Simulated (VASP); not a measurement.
Runs of VASP 6.6.1 on Hg. The structure is that of space group Im-3m (No. 229), or close to it. The cells are those of the table. 

```tsv
level	spin	cell	k mesh	cutoff (eV)	smearing	gap on the mesh (eV)	pressure (GPa)	moment (μB)
PBE	off	a = 3.286, b = 3.288, c = 3.307 Å, angles 110.3, 111.1, 108.4°, 1 atom	7 × 7 × 7	520	fermi-dirac 0.1 eV	none	0.8	-
PBE exchange alone	non-collinear, zero start, SOC	a = 3.343, b = 3.238, c = 3.210 Å, angles 109.5, 109.6, 108.4°, 1 atom	7 × 8 × 8	520	methfessel-paxton 0.01 eV	-	(a)	0.00
PBE	off	a = 3.286, b = 3.288, c = 3.307 Å, angles 110.3, 111.1, 108.4°, 1 atom	7 × 7 × 7	520	gaussian 0.01 eV	none	0.8	-
PBE	off	a = 3.286, b = 3.288, c = 3.307 Å, angles 110.3, 111.1, 108.4°, 1 atom	7 × 7 × 7	520	gaussian 0.025 eV	none	0.8	-
PBE	off	a = 3.286, b = 3.288, c = 3.307 Å, angles 110.3, 111.1, 108.4°, 1 atom	11 × 11 × 11	520	fermi-dirac 0.1 eV	none	1.2	-
PBE	off	a = 3.286, b = 3.288, c = 3.307 Å, angles 110.3, 111.1, 108.4°, 1 atom	9 × 9 × 9	520	fermi-dirac 0.1 eV	none	1.2	-
revPBE+D4	non-collinear, zero start, SOC	a = 3.257, b = 3.254, c = 3.283 Å, angles 108.3, 110.5, 108.9°, 1 atom	7 × 7 × 7	520	methfessel-paxton 0.1 eV	-	-1.5	0.00
PBEsol+D3(BJ)	off	a = 3.274 Å, angles 110.0, 110.0, 108.3°, 1 atom	10 × 10 × 10	500	fermi-dirac 0.1 eV	none	-4.6	-
r2SCAN+rVV10	non-collinear, zero start, SOC	a = 3.039 Å, angles 110.0, 110.0, 108.3°, 1 atom	10 × 10 × 10	550	gaussian 0.01 eV	-	7.1	0.00
revPBE	collinear, zero start	a = 3.277, b = 3.302, c = 3.330 Å, angles 110.7, 111.5, 108.2°, 1 atom	8 × 8 × 8	520	methfessel-paxton 0.01 eV	none	(b)	0.00
PBE	off	a = 3.286, b = 3.288, c = 3.307 Å, angles 110.3, 111.1, 108.4°, 1 atom	7 × 7 × 7	520	gaussian 0.005 eV	none	0.8	-
```

Alike in all rows: potentials or basis VASP PAW PBE potentials, release 64 (Hg).

**Question.** Estimate the missing entries.

**Answer.** (a) 11.6; (b) 3.1.

Caveats: spin-orbit coupling is left out, which moves the levels of the heavy elements (at least some runs); the PAW data sets were made with another functional, which shifts forces and pressure a little (at least some runs); the cell stands under pressure (at least some runs); the cell stands under tension (at least some runs).

A k mesh can miss the band edges, and rows without SOC leave out spin-orbit coupling on Hg.

A gap of «none» marks levels without a gap at the run's occupations.
